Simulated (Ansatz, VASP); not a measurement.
LiBr in VASP and in Ansatz

```xyz
2
Lattice="0.0000 2.7227 2.7227 2.7227 0.0000 2.7227 2.7227 2.7227 0.0000" Properties=species:S:1:pos:R:3 pbc="T T T"
Li    0.0000    0.0000    0.0000
Br    2.7227    2.7227    2.7227
```

Alike in both runs: task electric field gradients; functional r2SCAN; k mesh 10 × 10 × 10; occupations fermi-dirac, width 0.03 eV; no spin polarisation.

```csv
,VASP,Ansatz
version,VASP 6.6.1,Ansatz 0.2.0
potentials or method,"VASP PAW PBE potentials, release 64 (Li_sv, Br), cutoff 720 eV","all-electron PAW with datasets made for the crystal, scalar-relativistic"
```

Ansatz gave:

```
gap on the k mesh at the Fermi level (eV) : 5.97
pressure (GPa)                            : 0.5
```

What did VASP give for the same quantities?

gap on the k mesh at the Fermi level (eV): 6.03; pressure (GPa): 0.1.

VASP's potentials were made for PBE, not for r2SCAN. Ansatz ran all-electron here, and VASP with PAW potentials.
